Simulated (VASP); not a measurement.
Runs of VASP 6.6.1 on BN. It takes space group R3m (No. 160, trigonal). Conventional cell: a = 2.502 Å, b = 2.502 Å, c = 10.119 Å, α = 90.00°, β = 90.00°, γ = 120.00°. B (site symmetry 3m) has 3 N at 1.44 Å within 1.9 Å. N (site symmetry 3m) has 3 B at 1.44 Å within 1.9 Å. 

```csv
k mesh,gap on the mesh (eV),pressure (GPa)
9 × 9 × 9,(a),0.9
5 × 5 × 5,(b),0.9
8 × 8 × 8,4.19,0.9
4 × 4 × 4,4.73,0.7
```

Alike in all rows: task single point; level PBEsol; potentials or basis VASP PAW PBE potentials, release 64 (B, N); no spin polarisation; cell as given; cutoff (eV) 600; smearing gaussian 0.01 eV.

**Question.** Fill in the values left out.

**Answer.** (a) 4.28; (b) 4.65.

Caveats: some runs use coarse meshes; the PAW data sets were made with another functional, which shifts forces and pressure a little.

A k mesh can miss the band edges.
